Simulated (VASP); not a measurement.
# BeTe (F-43m) in VASP: further runs

Aim: see how the results for BeTe move with the level of theory and the settings. Levels: PBE, PBEsol. Tasks: single point.

All numbers are computed with VASP 6.6.1; they aren't measurements. Logs are shortened: lines on timing, memory, paths and dates and some standing lists are left out, and cuts for length are marked.

### Step 1. The cell of the first run

The structure is cubic, space group F-43m (No. 216). Conventional cell: a = 5.657 Å, b = 5.657 Å, c = 5.657 Å, α = 90.00°, β = 90.00°, γ = 90.00°. Be (site symmetry -43m) has 4 Te at 2.45 Å within 3.2 Å. Te (site symmetry -43m) has 4 Be at 2.45 Å within 3.2 Å.

### Step 2. Single point, PBE

File INCAR:

```
SYSTEM = BeTe
ALGO = Normal
EDIFF = 1E-6
ENCUT = 600
GGA = PE
GGA_COMPAT = .FALSE.
ISIF = 2
ISMEAR = 1
LASPH = .TRUE.
LCHARG = .TRUE.
LELF = .TRUE.
LREAL = .FALSE.
LVHAR = .TRUE.
LWAVE = .FALSE.
NBANDS = 11
NELM = 120
PREC = Accurate
SIGMA = 0.05
```

File KPOINTS:

```
k-points
0
G
  6 6 6
  0 0 0
```

File POSCAR:

```
BeTe
1.0
    0.0000000000      2.8286228760      2.8286228760
    2.8286228760      0.0000000000      2.8286228760
    2.8286228760      2.8286228760      0.0000000000
Be Te
1 1
Direct
    0.0000000000      0.0000000000      0.0000000000
    0.2500000000      0.2500000000      0.2500000000
```

Potentials or basis: VASP PAW PBE potentials, release 64 (Be, Te).

Run with:

```sh
$ cat potpaw_PBE.64/Be/POTCAR potpaw_PBE.64/Te/POTCAR > POTCAR
$ mpirun -np 1 vasp_std > vasp.out
```

OUTCAR:

```text
SYSTEM = BeTe
   EDIFF = 1E-6
   ENCUT = 600
   GGA = PE
   ISIF = 2
   ISMEAR = 1
   LASPH = .TRUE.
   LREAL = .FALSE.
   NELM = 120
   PREC = Accurate

 ion  position               nearest neighbor table
   1  0.000  0.000  0.000-   2 2.45   2 2.45   2 2.45   2 2.45
   2  0.250  0.250  0.250-   1 2.45   1 2.45   1 2.45   1 2.45

  LATTYP: Found a face centered cubic cell.
 ALAT       =     5.6572457520

  Lattice vectors:

 A1 = (   0.0000000000,   2.8286228760,   2.8286228760)
 A2 = (   2.8286228760,   0.0000000000,   2.8286228760)
 A3 = (   2.8286228760,   2.8286228760,   0.0000000000)

Analysis of symmetry for initial positions (statically):
=====================================================================
 Subroutine PRICEL returns:
 Original cell was already a primitive cell.

 Routine SETGRP: Setting up the symmetry group for a
 face centered cubic supercell.

 Subroutine GETGRP returns: Found 24 space group operations
 (whereof 24 operations were pure point group operations)
 out of a pool of 48 trial point group operations.

The static configuration has the point symmetry T_d .

Analysis of symmetry for dynamics (positions and initial velocities):
=====================================================================
 Subroutine PRICEL returns:
 Original cell was already a primitive cell.

 Routine SETGRP: Setting up the symmetry group for a
 face centered cubic supercell.

 Subroutine GETGRP returns: Found 24 space group operations
 (whereof 24 operations were pure point group operations)
 out of a pool of 48 trial point group operations.

The dynamic configuration has the point symmetry T_d .

 Subroutine INISYM returns: Found 24 space group operations
 (whereof 24 operations are pure point group operations),
 and found     1 'primitive' translations

----------------------------------------------------------------------------------------

                                     Primitive cell

  volume of cell :      45.2642

  direct lattice vectors                    reciprocal lattice vectors
     0.000000000  2.828622876  2.828622876    -0.176764462  0.176764462  0.176764462
     2.828622876  0.000000000  2.828622876     0.176764462 -0.176764462  0.176764462
     2.828622876  2.828622876  0.000000000     0.176764462  0.176764462 -0.176764462

  length of vectors
     4.000276834  4.000276834  4.000276834     0.306165029  0.306165029  0.306165029

  position of ions in fractional coordinates (direct lattice)
[... 76 lines left out ...]
   ISIF   =      2    stress and relaxation
   ISYM   =      2    0-nonsym 1-usesym 2-fastsym
   POTIM  = 0.5000    time-step for ionic-motion
   TEBEG  =    0.0;   TEEND  =   0.0 temperature during run
   PSTRESS=    0.0 pullay stress
   NELECT =       8.0000    total number of electrons
   NUPDOWN=      -1.0000    fix difference up-down
   EMIN   =  10.00;   EMAX   =-10.00  energy-range for DOS
   EFERMI =   0.00;   METHOD = LEGACY
   ISMEAR =     1;   SIGMA  =   0.05  broadening in eV -4-tet -1-fermi 0-gaus
   EFERMI_NEDOS =   21; number of points for ismear=-14 and -15
   IALGO  =     38    algorithm
   IMIX   =      4    mixing-type and parameters
     AMIX     =   0.40;   BMIX     =  1.00
     AMIX_MAG =   1.60;   BMIX_MAG =  1.00
  volume/ion in A,a.u.               =      22.63       152.73
  Fermi-wavevector in a.u.,A,eV,Ry     =   0.918727  1.736142 11.484122  0.844059
  Thomas-Fermi vector in A             =   2.043841
   LORBIT       =      0    0 simple, 1 ext, 2 COOP (PROOUT), +10 PAW based schemes
   GGA     = PE    functional components
   LHFCALC =     F    Hartree Fock is set to
   AEXX    =    0.0000 exact exchange contribution
   IVDW    =     0    specifies the selected vdW correction
   LEPSILON=     F    determine dielectric tensor
   LRPA    =     F    only Hartree local field effects (RPA)
 non-spin polarized calculation
 Methfessel and Paxton  Order N= 1 SIGMA  =   0.05
  energy-cutoff  :      600.00
  volume of cell :       45.26
 maximum number of plane-waves:      1527
   NGX = 15   NGY = 15   NGZ = 15

 number of electron       8.0000000 magnetization

 Free energy of the ion-electron system (eV)
  ---------------------------------------------------
  ext. energy  EPLUGINS =         0.00000000
  ---------------------------------------------------
  free energy    TOTEN  =        -7.61857417 eV

  energy without entropy =       -7.61861443  energy(sigma->0) =       -7.61858759

 E-fermi :   4.9914     XC(G=0):  -9.0015

 val. band max:        4.9493153443   @ k =   0.0000   0.0000   0.0000
 cond. band min:       6.9544923488   @ k =   0.5000   0.5000   0.0000
 fundamental gap:      2.0051770046
 Fermi energy:         4.9914094302

 k-point     1 :       0.0000    0.0000    0.0000
  band No.  band energies     occupation
      1      -7.2598      2.00000
      2       4.9493      2.00000
      3       4.9493      2.00000
      4       4.9493      2.00000
      5       8.5687      0.00000
      6       8.5687      0.00000
      7       8.5687      0.00000
      8       8.6728      0.00000
      9      13.2453      0.00000
     10      15.1648      0.00000
     11      15.1648      0.00000
[... 197 lines left out ...]
 k-point    16 :      -0.3333    0.5000    0.1667
  band No.  band energies     occupation
      1      -5.4452      2.00000
      2       0.2316      2.00000
      3       1.6276      2.00000
      4       1.9257      2.00000
      5       8.6684      0.00000
      6       9.2208      0.00000
      7      12.2402      0.00000
      8      12.5100      0.00000
      9      15.8014      0.00000
     10      16.6272      0.00000
     11      17.7269      0.00000

------------------------ aborting loop because EDIFF is reached ----------------------------------------

  FORCE on cell =-STRESS in cart. coord.  units (eV):
  Direction    XX          YY          ZZ          XY          YZ          ZX
  --------------------------------------------------------------------------------------
  -------------------------------------------------------------------------------------
  Total        0.1060552      0.1060552      0.1060552      0.0000000     -0.0000000      0.0000000
  in kB        3.7539421      3.7539421      3.7539421      0.0000000     -0.0000000      0.0000000
  external PRESSURE =       3.7539421 kB  Pullay stress =       0.0000000 kB

 VOLUME and BASIS-vectors are now :
 -----------------------------------------------------------------------------
  energy-cutoff  :      600.00
  volume of cell :       45.26
      direct lattice vectors                 reciprocal lattice vectors
     0.000000000  2.828622876  2.828622876    -0.176764462  0.176764462  0.176764462
     2.828622876  0.000000000  2.828622876     0.176764462 -0.176764462  0.176764462
     2.828622876  2.828622876  0.000000000     0.176764462  0.176764462 -0.176764462

 POSITION                                       TOTAL-FORCE (eV/Angst)
 -----------------------------------------------------------------------------------
      0.00000      0.00000      0.00000         0.000000      0.000000      0.000000
      1.41431      1.41431      1.41431        -0.000000     -0.000000     -0.000000
 -----------------------------------------------------------------------------------
    total drift:                                0.000000      0.000000      0.000000

  FREE ENERGIE OF THE ION-ELECTRON SYSTEM (eV)
  ---------------------------------------------------
  free  energy   TOTEN  =        -7.6185741682 eV

  energy  without entropy=       -7.6186144314  energy(sigma->0) =       -7.61858759
```

OSZICAR:

```text
N       E                     dE             d eps       ncg     rms          rms(c)
DAV:   1     0.212896181323E+02    0.21290E+02   -0.36557E+03   352   0.660E+02
DAV:   2    -0.650411078585E+01   -0.27794E+02   -0.26897E+02   455   0.983E+01
DAV:   3    -0.773161774088E+01   -0.12275E+01   -0.12258E+01   481   0.223E+01
DAV:   4    -0.774171383526E+01   -0.10096E-01   -0.10095E-01   427   0.219E+00
DAV:   5    -0.774189017662E+01   -0.17634E-03   -0.17634E-03   461   0.280E-01    0.403E+00
DAV:   6    -0.764645461750E+01    0.95436E-01   -0.11043E-01   424   0.135E+00    0.242E+00
DAV:   7    -0.761753002182E+01    0.28925E-01   -0.96556E-02   409   0.137E+00    0.459E-01
DAV:   8    -0.761825470634E+01   -0.72468E-03   -0.59917E-03   403   0.449E-01    0.745E-02
DAV:   9    -0.761850665587E+01   -0.25195E-03   -0.32717E-04   422   0.107E-01    0.292E-02
DAV:  10    -0.761856920352E+01   -0.62548E-04   -0.76415E-05   405   0.450E-02    0.146E-02
DAV:  11    -0.761857193746E+01   -0.27339E-05   -0.27652E-06   464   0.983E-03    0.947E-03
DAV:  12    -0.761857408933E+01   -0.21519E-05   -0.46254E-06   379   0.123E-02    0.504E-03
DAV:  13    -0.761857416815E+01   -0.78818E-07   -0.29233E-08   277   0.128E-03
   1 F= -.76185742E+01 E0= -.76185876E+01  d E =0.402632E-04
```

Run time: 13 s. Hardware: 1 thread of AMD EPYC 7R43 (Zen 3), shared host; peak memory 0.14 GiB.

What came out:

| Quantity | Value |
| --- | --- |
| Free energy | -7.6186 eV |
| Pressure | 0.4 GPa |
| Band gap on the k mesh | 2.01 eV, indirect (least direct gap 3.62 eV) |

Levels at points of the mesh, in eV from the valence-band top:
```csv
k point,band 2,band 3,band 4,band 5,band 6,band 7
"(0.00, 0.00, 0.00)",0.00,0.00,0.00,3.62,3.62,3.62
"(0.50, 0.00, 0.00)",-5.46,-1.11,-1.11,3.04,4.59,4.59
"(0.50, 0.50, 0.00)",-5.04,-2.60,-2.60,2.01,2.68,9.62
```

Caveat: spin-orbit coupling is left out, which moves the levels of the heavy elements. A k mesh can miss the band edges.

(Continued in part 2 of 2.)
